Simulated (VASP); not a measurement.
## Sn: single point with PBEsol

Crystal: Sn.

```xyz
1
Lattice="-1.9704 1.9704 1.8947 1.9704 -1.9704 1.8947 1.9704 1.9704 -1.8947" Properties=species:S:1:pos:R:3 pbc="T T T"
Sn    0.0000    0.0000    0.0000
```

This cell differs from its parent crystal: strain +0.040 along x and y, +0.000 along z.

| Quantity | Value |
| --- | --- |
| Program | VASP 6.6.1 |
| Task | single point |
| Functional | PBEsol |
| Potentials or basis | VASP PAW PBE potentials, release 64 (Sn_d) |
| Cutoff | 520 eV |
| k mesh | 18 × 18 × 18 |
| Occupations | gaussian, width 0.15 eV |
| Spin | no spin polarisation |
| Dipole correction | no |
| Further INCAR settings | ALGO = Fast; EDIFF = 1e-06; NBANDS = 13 |

```json
{
 "Pressure": "-4.9 GPa",
 "Band gap on the k mesh": "zero (band 7 reaches 14.16 eV, above the bottom of band 8 at 4.83 eV)"
}
```

Stress tensor (GPa, compression positive):
```
-4.67  0.00  0.00
 0.00 -4.67  0.00
 0.00  0.00 -5.37
```

Levels at points of the mesh, in eV from the Fermi level:
| k point | band 3 | band 4 | band 5 | band 6 | band 7 | band 8 | band 9 | band 10 | band 11 | band 12 |
| --- | --- | --- | --- | --- | --- | --- | --- | --- | --- | --- |
| (0.00, 0.00, 0.00) | -21.41 | -21.31 | -21.29 | -10.54 | 7.16 | 7.16 | 7.40 | 11.71 | 11.83 | 11.83 |
| (0.50, 0.00, 0.00) | -21.31 | -21.30 | -21.23 | -6.27 | -4.00 | 3.20 | 4.93 | 7.34 | 7.81 | 14.32 |
| (0.50, 0.50, 0.00) | -21.32 | -21.31 | -21.24 | -6.50 | -4.10 | 3.65 | 5.56 | 7.90 | 8.43 | 13.63 |
| (0.50, 0.50, 0.50) | -21.26 | -21.25 | -21.25 | -2.97 | -0.61 | -0.61 | 0.08 | 3.70 | 4.08 | 17.82 |

Run time: 76 s on 1 thread of Intel(R) Xeon(R) 6975P-C (Granite Rapids), on a shared host, peak memory 0.29 GiB.

Caveat: the cell differs from its parent crystal (strain +0.040 along x and y, +0.000 along z); the PAW data sets were made with another functional, which shifts forces and pressure a little; spin-orbit coupling is left out, which moves the levels of the heavy elements.
